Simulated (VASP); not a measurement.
# AlGaN2 (P-4m2) in VASP: a series of runs

Runs on AlGaN2. Level: LDA. Tasks: relaxation of shape and atoms at fixed volume.

Program: VASP 6.6.1. These are calculated values, not measurements. Logs are shortened: lines on timing, memory, paths and dates and some standing lists are left out, and cuts for length are marked.

## 1. The cell of the first run

The structure is tetragonal, space group P-4m2 (No. 115). Conventional cell: a = 3.146 Å, b = 3.146 Å, c = 4.428 Å, α = 90.00°, β = 90.00°, γ = 90.00°. Al (site symmetry -4m2) has 4 N at 1.90 Å within 2.5 Å. Ga (site symmetry -4m2) has 4 N at 1.95 Å within 2.6 Å. N (site symmetry 2mm) has 2 Al at 1.90 Å and 2 Ga at 1.95 Å within 2.5 Å.

## 2. Relaxation of shape and atoms at fixed volume, LDA (10.96 Å³/atom)

File INCAR:

```
PREC = Accurate
ENCUT = 600
EDIFF = 1E-7
ISMEAR = 0
SIGMA = 0.02
LREAL = False
LASPH = True
NELM = 80
ALGO = Normal
ISIF = 4
LWAVE = False
LCHARG = False
GGA = CA
IBRION = 2
NSW = 50
EDIFFG = -0.01
```

File KPOINTS:

```
regular mesh
0
Gamma
  8 8 6
```

File POSCAR:

```
AlGaN2
1.0
    3.1461328943      0.0000000000      0.0000000000
    0.0000000000      3.1461328943      0.0000000000
    0.0000000000      0.0000000000      4.4277422218
Al Ga N
1 1 2
Direct
    0.5000000000      0.5000000000      0.5000000000
    0.0000000000      0.0000000000      0.0000000000
    0.5000000000      0.0000000000      0.7400513253
    0.0000000000      0.5000000000      0.2599486747
```

Potentials or basis: VASP PAW LDA potentials, release 64 (Al, Ga_d, N).

The run is started by

```bash
cat potpaw_LDA.64/Al/POTCAR potpaw_LDA.64/Ga_d/POTCAR potpaw_LDA.64/N/POTCAR > POTCAR
mpirun -np 1 vasp_std > vasp.out
```

OUTCAR:

```text
PREC = Accurate
   ENCUT = 600
   EDIFF = 1E-7
   ISMEAR = 0
   LREAL = False
   LASPH = True
   NELM = 80
   ISIF = 4
   GGA = CA
   IBRION = 2
   NSW = 50
   EDIFFG = -0.01

 ion  position               nearest neighbor table
   1  0.500  0.500  0.500-   3 1.90   4 1.90   3 1.90   4 1.90   2 3.14   2 3.14   2 3.14   2 3.14
                             2 3.14   2 3.14   2 3.14   2 3.14
   2  0.000  0.000  0.000-   3 1.95   4 1.95   4 1.95   3 1.95   1 3.14   1 3.14   1 3.14   1 3.14
                             1 3.14   1 3.14   1 3.14   1 3.14
   3  0.500  0.000  0.740-   1 1.90   1 1.90   2 1.95   2 1.95
   4  0.000  0.500  0.260-   1 1.90   1 1.90   2 1.95   2 1.95

  LATTYP: Found a simple tetragonal cell.
 ALAT       =     3.1461328943
 C/A-ratio  =     1.4073602008

  Lattice vectors:

 A1 = (   3.1461328943,   0.0000000000,   0.0000000000)
 A2 = (   0.0000000000,   3.1461328943,   0.0000000000)
 A3 = (   0.0000000000,   0.0000000000,   4.4277422218)

Analysis of symmetry for initial positions (statically):
=====================================================================
 Subroutine PRICEL returns:
 Original cell was already a primitive cell.

 Routine SETGRP: Setting up the symmetry group for a
 simple tetragonal supercell.

 Subroutine GETGRP returns: Found  8 space group operations
 (whereof  8 operations were pure point group operations)
 out of a pool of 16 trial point group operations.

The static configuration has the point symmetry D_2d.

Analysis of symmetry for dynamics (positions and initial velocities):
=====================================================================
 Subroutine PRICEL returns:
 Original cell was already a primitive cell.

 Routine SETGRP: Setting up the symmetry group for a
 simple tetragonal supercell.

 Subroutine GETGRP returns: Found  8 space group operations
 (whereof  8 operations were pure point group operations)
 out of a pool of 16 trial point group operations.

The dynamic configuration has the point symmetry D_2d.

 Subroutine INISYM returns: Found  8 space group operations
 (whereof  8 operations are pure point group operations),
 and found     1 'primitive' translations

----------------------------------------------------------------------------------------

                                     Primitive cell

  volume of cell :      43.8265

  direct lattice vectors                    reciprocal lattice vectors
     3.146132894  0.000000000  0.000000000     0.317850527  0.000000000  0.000000000
     0.000000000  3.146132894  0.000000000     0.000000000  0.317850527  0.000000000
     0.000000000  0.000000000  4.427742222     0.000000000  0.000000000  0.225848740

  length of vectors
     3.146132894  3.146132894  4.427742222     0.317850527  0.317850527  0.225848740

  position of ions in fractional coordinates (direct lattice)
     0.500000000  0.500000000  0.500000000
     0.000000000  0.000000000  0.000000000
     0.500000000  0.000000000  0.740051325
     0.000000000  0.500000000  0.259948675

  ion indices of the primitive-cell ions
   primitive index   ion index
                 1           1
                 2           2
                 3           3
                 4           4

----------------------------------------------------------------------------------------

 KPOINTS: regular mesh

Automatic generation of k-mesh.
 Grid dimensions read from file:
 generate k-points for:    8    8    6

 Generating k-lattice:

  Cartesian coordinates                     Fractional coordinates (reciprocal lattice)
     0.039731316  0.000000000  0.000000000     0.125000000  0.000000000  0.000000000
     0.000000000  0.039731316  0.000000000     0.000000000  0.125000000  0.000000000
     0.000000000  0.000000000  0.037641457     0.000000000  0.000000000  0.166666667

  Length of vectors
     0.039731316  0.039731316  0.037641457

  Shift w.r.t. Gamma in fractional coordinates (k-lattice)
     0.000000000  0.000000000  0.000000000

 Subroutine IBZKPT returns following result:
 ===========================================

 Found     60 irreducible k-points:

 Following reciprocal coordinates:
            Coordinates               Weight
  0.000000  0.000000  0.000000      1.000000
  0.125000  0.000000  0.000000      4.000000
  0.250000  0.000000  0.000000      4.000000
  0.375000  0.000000  0.000000      4.000000
  0.500000  0.000000  0.000000      2.000000
  0.125000  0.125000  0.000000      4.000000
[... 16 lines left out ...]
  0.375000  0.125000  0.166667     16.000000
  0.500000  0.125000  0.166667      8.000000
 [... further k-points ...]
   k-points           NKPTS =     60   k-points in BZ     NKDIM =     60   number of bands    NBANDS=     17
   number of dos      NEDOS =    301   number of ions     NIONS =      4
   total plane-waves  NPLWV =  28224
   dimension x,y,z NGX =    28 NGY =   28 NGZ =   36
   dimension x,y,z NGXF=    56 NGYF=   56 NGZF=   72
   ions per type =               1   1   2
   NGX,Y,Z   is equivalent  to a cutoff of  14.80, 14.80, 13.52 a.u.
   NGXF,Y,Z  is equivalent  to a cutoff of  29.59, 29.59, 27.03 a.u.
 SYSTEM =  unknown system
   PREC   = accura    normal or accurate (medium, high low for compatibility)
   ISTART =      0    job   : 0-new  1-cont  2-samecut
   ICHARG =      2    charge: 1-file 2-atom 10-const
   ISPIN  =      1    spin polarized calculation?
   LNONCOLLINEAR =      F non collinear calculations
   LSORBIT =      F    spin-orbit coupling
   LASPH  =      T    aspherical Exc in radial PAW
   ENCUT  =  600.0 eV  44.10 Ry    6.64 a.u.   6.28  6.28  8.84*2*pi/ulx,y,z
   NELM   =     80;   NELMIN=  2; NELMDL= -5     # of ELM steps
   EDIFF  = 0.1E-06   stopping-criterion for ELM
   LREAL  =      F    real-space projection
   EDIFFG = -.1E-01   stopping-criterion for IOM
   NSW    =     50    number of steps for IOM
   IBRION =      2    ionic relax: 0-MD 1-quasi-New 2-CG
   NFREE  =      1    steps in history (QN), initial steepest desc. (CG)
   ISIF   =      4    stress and relaxation
   ISYM   =      2    0-nonsym 1-usesym 2-fastsym
   POTIM  = 0.5000    time-step for ionic-motion
   TEBEG  =    0.0;   TEEND  =   0.0 temperature during run
   PSTRESS=    0.0 pullay stress
   NELECT =      26.0000    total number of electrons
   NUPDOWN=      -1.0000    fix difference up-down
   EMIN   =  10.00;   EMAX   =-10.00  energy-range for DOS
   EFERMI =   0.00;   METHOD = LEGACY
   ISMEAR =     0;   SIGMA  =   0.02  broadening in eV -4-tet -1-fermi 0-gaus
   EFERMI_NEDOS =   21; number of points for ismear=-14 and -15
   IALGO  =     38    algorithm
   IMIX   =      4    mixing-type and parameters
     AMIX     =   0.40;   BMIX     =  1.00
     AMIX_MAG =   1.60;   BMIX_MAG =  1.00
  volume/ion in A,a.u.               =      10.96        73.94
  Fermi-wavevector in a.u.,A,eV,Ry     =   1.375584  2.599477 25.745372  1.892231
  Thomas-Fermi vector in A             =   2.500907
   LORBIT       =      0    0 simple, 1 ext, 2 COOP (PROOUT), +10 PAW based schemes
   GGA     = CA    functional components
   LHFCALC =     F    Hartree Fock is set to
   AEXX    =    0.0000 exact exchange contribution
   IVDW    =     0    specifies the selected vdW correction
   LEPSILON=     F    determine dielectric tensor
   LRPA    =     F    only Hartree local field effects (RPA)
 conjugate gradient relaxation of ions
 non-spin polarized calculation
 Gauss-broadening in eV      SIGMA  =   0.02
  energy-cutoff  :      600.00
  volume of cell :       43.83
 maximum number of plane-waves:      1482
 NGX is ok and might be reduce to    28
   NGX = 13   NGY = 13   NGZ = 17

--------------------------------------- Ionic step        1  -------------------------------------------

 number of electron      25.9999999 magnetization

 Free energy of the ion-electron system (eV)
  ---------------------------------------------------
  ext. energy  EPLUGINS =         0.00000000
  ---------------------------------------------------
  free energy    TOTEN  =       -30.29995334 eV

  energy without entropy =      -30.29995334  energy(sigma->0) =      -30.29995334

------------------------ aborting loop because EDIFF is reached ----------------------------------------

  FORCE on cell =-STRESS in cart. coord.  units (eV):
  Direction    XX          YY          ZZ          XY          YZ          ZX
  --------------------------------------------------------------------------------------
  -------------------------------------------------------------------------------------
  Total       -1.3958848     -1.3958848     -1.3724673      0.0000000      0.0000000      0.0000000
  in kB      -51.0297815    -51.0297815    -50.1737016      0.0000000      0.0000000      0.0000000
  external PRESSURE =     -50.7444215 kB  Pullay stress =       0.0000000 kB

 VOLUME and BASIS-vectors are now :
 -----------------------------------------------------------------------------
  energy-cutoff  :      600.00
  volume of cell :       43.83
      direct lattice vectors                 reciprocal lattice vectors
     3.146132894  0.000000000  0.000000000     0.317850527  0.000000000  0.000000000
     0.000000000  3.146132894  0.000000000     0.000000000  0.317850527  0.000000000
     0.000000000  0.000000000  4.427742222     0.000000000  0.000000000  0.225848740

 POSITION                                       TOTAL-FORCE (eV/Angst)
 -----------------------------------------------------------------------------------
      1.57307      1.57307      2.21387         0.000000      0.000000      0.000000
      0.00000      0.00000      0.00000        -0.000000     -0.000000      0.000000
      1.57307      0.00000      3.27676         0.000000     -0.000000     -0.022777
      0.00000      1.57307      1.15099         0.000000      0.000000      0.022777
 -----------------------------------------------------------------------------------
    total drift:                               -0.000000     -0.000000     -0.000000

  FREE ENERGIE OF THE ION-ELECTRON SYSTEM (eV)
  ---------------------------------------------------
  free  energy   TOTEN  =       -30.2999533359 eV

  energy  without entropy=      -30.2999533359  energy(sigma->0) =      -30.29995334

--------------------------------------- Ionic step        2  -------------------------------------------

 number of electron      25.9999999 magnetization

 Free energy of the ion-electron system (eV)
  ---------------------------------------------------
  ext. energy  EPLUGINS =         0.00000000
  ---------------------------------------------------
  free energy    TOTEN  =       -30.29999132 eV

  energy without entropy =      -30.29999132  energy(sigma->0) =      -30.29999132

 E-fermi :   5.4575     XC(G=0): -11.7023

 val. band max:        5.3502144057   @ k =   0.0000   0.0000   0.0000
 cond. band min:       8.1951165874   @ k =   0.0000   0.0000   0.0000
 fundamental gap:      2.8449021817
 Fermi energy:         5.4575414569

 k-point     1 :       0.0000    0.0000    0.0000
  band No.  band energies     occupation
      1      -9.9821      2.00000
      2      -8.6849      2.00000
      3      -7.7420      2.00000
      4      -7.7420      2.00000
      5      -7.6966      2.00000
      6      -7.5392      2.00000
[... 9 lines left out ...]
     16      12.7674      0.00000
     17      16.3992      0.00000

 k-point     2 :       0.1250    0.0000    0.0000
  band No.  band energies     occupation
      1      -9.8488      2.00000
      2      -8.6823      2.00000
      3      -7.7483      2.00000
      4      -7.7395      2.00000
      5      -7.6731      2.00000
      6      -7.5503      2.00000
[... 9 lines left out ...]
     16      13.2374      0.00000
     17      16.0279      0.00000
[... 421 lines left out ...]
 k-point    24 :       0.5000    0.1250    0.1667
  band No.  band energies     occupation
      1      -8.8780      2.00000
      2      -8.7076      2.00000
      3      -7.7308      2.00000
      4      -7.6354      2.00000
      5      -7.6334      2.00000
      6      -6.8489      2.00000
[... 9 lines left out ...]
     16      13.2427      0.00000
     17      13.9180      0.00000

 [... further k-points ...]

------------------------ aborting loop because EDIFF is reached ----------------------------------------

  FORCE on cell =-STRESS in cart. coord.  units (eV):
  Direction    XX          YY          ZZ          XY          YZ          ZX
  --------------------------------------------------------------------------------------
  -------------------------------------------------------------------------------------
  Total       -1.3905372     -1.3905372     -1.3806554      0.0000000      0.0000000      0.0000000
  in kB      -50.8342890    -50.8342890    -50.4730352      0.0000000      0.0000000      0.0000000
  external PRESSURE =     -50.7138710 kB  Pullay stress =       0.0000000 kB

 VOLUME and BASIS-vectors are now :
 -----------------------------------------------------------------------------
  energy-cutoff  :      600.00
  volume of cell :       43.83
      direct lattice vectors                 reciprocal lattice vectors
     3.145836734  0.000000000  0.000000000     0.317880451  0.000000000 -0.000000000
     0.000000000  3.145836734  0.000000000     0.000000000  0.317880451  0.000000000
     0.000000000  0.000000000  4.428575947     0.000000000  0.000000000  0.225806221

 POSITION                                       TOTAL-FORCE (eV/Angst)
 -----------------------------------------------------------------------------------
      1.57292      1.57292      2.21429        -0.000000     -0.000000      0.000000
      3.14584      3.14584      0.00000        -0.000000      0.000000      0.000000
      1.57292      3.14584      3.27627         0.000000     -0.000000      0.004337
      0.00000      1.57292      1.15230        -0.000000     -0.000000     -0.004337
 -----------------------------------------------------------------------------------
    total drift:                                0.000000      0.000000      0.000000

  FREE ENERGIE OF THE ION-ELECTRON SYSTEM (eV)
  ---------------------------------------------------
  free  energy   TOTEN  =       -30.2999913190 eV

  energy  without entropy=      -30.2999913190  energy(sigma->0) =      -30.29999132

 reached required accuracy - stopping structural energy minimisation
```

Run time: 1.8 min. Hardware: 1 thread of Intel Xeon Platinum 8259CL at 2.50GHz (Skylake/Cascade Lake), shared host; peak memory 0.19 GiB.

What came out:

- Free energy: -30.3000 eV
- Energy gained by relaxing: 0.0 meV/atom
- Ionic steps: 2
- Pressure after relaxing: -5.1 GPa
- Largest force after relaxing: 0.004 eV/Å
- Band gap on the k mesh: 2.84 eV

Forces in eV/Å, atoms in the order of the input:
```
Al   0.000  0.000  0.000
Ga   0.000  0.000  0.000
N    0.000  0.000  0.004
N    0.000  0.000 -0.004
```

Final structure:
```cif
data_structure
_symmetry_space_group_name_H-M 'P 1'
_symmetry_Int_Tables_number 1
_cell_length_a 3.1458
_cell_length_b 3.1458
_cell_length_c 4.4286
_cell_angle_alpha 90.000
_cell_angle_beta 90.000
_cell_angle_gamma 90.000
_cell_volume 43.83
loop_
_atom_site_label
_atom_site_type_symbol
_atom_site_fract_x
_atom_site_fract_y
_atom_site_fract_z
_atom_site_occupancy
Al1 Al 0.50000 0.50000 0.50000 1
Ga1 Ga 0.00000 0.00000 0.00000 1
N1 N 0.50000 0.00000 0.73980 1
N2 N 0.00000 0.50000 0.26020 1
```

Levels at points of the mesh, in eV from the valence-band top:
```tsv
k point	band 9	band 10	band 11	band 12	band 13	band 14	band 15	band 16	band 17
(0.00, 0.00, 0.00)	-2.33	-2.33	-0.21	0.00	0.00	2.84	3.47	7.42	11.05
(0.50, 0.00, 0.00)	-4.44	-2.96	-2.89	-0.98	-0.70	7.00	7.07	7.90	8.24
(0.50, 0.50, 0.00)	-4.97	-2.30	-2.27	-2.27	-2.26	3.23	3.23	6.18	8.58
(0.00, 0.00, 0.50)	-2.54	-1.56	-1.56	-1.01	-1.01	5.18	5.30	7.78	9.03
(0.50, 0.00, 0.50)	-6.21	-0.95	-0.87	-0.61	-0.58	5.09	6.46	9.04	9.33
(0.50, 0.50, 0.50)	-4.37	-3.98	-3.26	-3.24	-3.24	6.09	6.09	8.69	10.75
```

A k mesh can miss the band edges.

## 3. Relaxation of shape and atoms at fixed volume, LDA (11.28 Å³/atom)

This run uses another cell than the first one, of 11.28 Å³/atom.

File INCAR:

```
SYSTEM = AlGaN2
PREC     = Accurate       ! precision mode
ENCUT    = 600            ! plane-wave cutoff, eV
EDIFF    = 1E-7           ! SCF threshold, eV
ISMEAR   = 0              ! smearing method
SIGMA    = 0.02           ! smearing width, eV
LREAL    = .FALSE.        ! projectors in reciprocal space
LASPH    = .TRUE.         ! aspherical terms in the spheres
NELM     = 100            ! most SCF steps
ALGO     = Normal         ! electronic algorithm
ISIF     = 4              ! what is computed and relaxed
LWAVE    = .FALSE.        ! write WAVECAR
LCHARG   = .FALSE.        ! write CHGCAR
IBRION   = 2              ! ionic algorithm
NSW      = 50             ! ionic steps
EDIFFG   = -0.01          ! ionic threshold
```

File KPOINTS:

```
regular mesh
0
G
  8 8 6
  0 0 0
```

File POSCAR:

```
AlGaN2
1.0
    3.1763860280      0.0000000000      0.0000000000
    0.0000000000      3.1763860280      0.0000000000
    0.0000000000      0.0000000000      4.4703192781
Al Ga N
1 1 2
Direct
    0.5000000000      0.5000000000      0.5000000000
    0.0000000000      0.0000000000      0.0000000000
    0.5000000000      0.0000000000      0.7400513253
    0.0000000000      0.5000000000      0.2599486747
```

Potentials or basis: VASP PAW LDA potentials, release 64 (Al, Ga_d, N).

The run is started by

```bash
cat potpaw_LDA.64/Al/POTCAR potpaw_LDA.64/Ga_d/POTCAR potpaw_LDA.64/N/POTCAR > POTCAR
mpirun -np 1 vasp_std > vasp.out
```

It took 1.7 min on 1 thread of Intel Xeon Platinum 8259CL at 2.50GHz (Skylake/Cascade Lake), shared host; peak memory 0.19 GiB.

Results (log left out):

| Property | Result |
| --- | --- |
| Free energy | -30.2405 eV |
| Energy gained by relaxing | 0.0 meV/atom |
| Ionic steps | 2 |
| Pressure after relaxing | -10.1 GPa |
| Band gap on the k mesh | 2.63 eV |

Forces on the atoms (eV/Å):
```
Al   0.000  0.000  0.000
Ga   0.000  0.000  0.000
N    0.000  0.000  0.003
N    0.000  0.000 -0.003
```

Final structure:
```xyz
4
Lattice="3.1758 0.0000 0.0000 0.0000 3.1758 0.0000 0.0000 0.0000 4.4718" Properties=species:S:1:pos:R:3 pbc="T T T"
Al    1.5879    1.5879    2.2359
Ga    3.1758    0.0000    0.0000
N     1.5879    0.0000    3.3085
N     0.0000    1.5879    1.1634
```

Levels at points of the mesh, in eV from the valence-band top:
```
           k point  band 9  band 10  band 11  band 12  band 13  band 14  band 15  band 16  band 17
(0.00, 0.00, 0.00)   -2.27    -2.27    -0.20     0.00     0.00     2.63     3.44     7.25    10.83
(0.50, 0.00, 0.00)   -4.36    -2.87    -2.82    -0.95    -0.68     6.75     6.98     7.78     8.02
(0.50, 0.50, 0.00)   -4.89    -2.23    -2.20    -2.20    -2.20     3.22     3.22     6.01     8.43
(0.00, 0.00, 0.50)   -2.53    -1.50    -1.50    -0.99    -0.99     5.05     5.17     7.54     8.83
(0.50, 0.00, 0.50)   -6.06    -0.93    -0.84    -0.60    -0.56     4.86     6.24     8.88     9.15
(0.50, 0.50, 0.50)   -4.31    -3.85    -3.17    -3.14    -3.14     6.03     6.03     8.38    10.62
```
